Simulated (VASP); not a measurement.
V, 1 atom in the cell. It takes space group Im-3m (No. 229, cubic). The conventional cell has a = 2.998 Å, b = 2.998 Å, c = 2.998 Å, α = 90.00°, β = 90.00°, γ = 90.00°. V (site symmetry m-3m) has 14 V at 2.60 to 3.00 Å within 3.4 Å. 

```yaml
Program: VASP 6.6.1
Task: single point
Functional: PBE
Potentials_or_basis: VASP PAW PBE potentials, release 64 (V_sv)
Cutoff: 520 eV
k_mesh: 7 × 7 × 7
Occupations: fermi-dirac, width 0.1 eV
Spin: no spin polarisation
Dipole_correction: no
Further_INCAR_settings: ALGO = Normal; EDIFF = 1e-06; NBANDS = 12
```

Potentials or basis: VASP PAW PBE potentials, release 64 (V_sv).

Run with:

```bash
$ cat potpaw_PBE.64/V_sv/POTCAR > POTCAR
$ mpirun -np 1 vasp_std > vasp.out
```

Hardware: 1 thread of AMD EPYC 7R43 64-Core Processor (Zen 3), on a shared host.

Question: Estimate the wall time of this run.

Answer: Run time: 6.4 s on 1 thread of AMD EPYC 7R43 64-Core Processor (Zen 3), with other jobs on the host, peak memory 0.08 GiB. Counts: scf iterations 12, k points 20.
